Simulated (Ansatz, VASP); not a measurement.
HgSe in VASP and in Ansatz

```
Hg Se
1.0
     0.00000    3.03600    3.03600
     3.03600    0.00000    3.03600
     3.03600    3.03600    0.00000
Hg Se
1 1
Direct
  0.00000 0.00000 0.00000
  0.75000 0.75000 0.75000
```

Alike in both runs: task single point; functional PBE-based screened hybrid with a share of 0.35 of exact exchange and HFSCREEN = 0.3; k mesh 6 × 6 × 6; occupations gaussian, width 0.05 eV; no spin polarisation.

|  | VASP | Ansatz |
| --- | --- | --- |
| version | VASP 6.6.1 | Ansatz 0.2.0 |
| potentials or method | VASP PAW PBE potentials, release 64 (Hg, Se), cutoff 400 eV | scalar-relativistic, plane waves, PAW |
| valence electrons in the cell | 18 | 36 |

```csv
,VASP,Ansatz,Ansatz less VASP
pressure (GPa),2.8,2.6,-0.12
```

VASP's potentials were made for PBE, not for PBE-based screened hybrid. VASP's potentials hold 18 valence electrons a cell and Ansatz's 36, so a difference there can come from the potentials and not from the codes. Ansatz's warnings: filled band counts differ across k points, stress exchange threshold loose, stress scf threshold loose.

Neither program's run includes spin-orbit coupling.
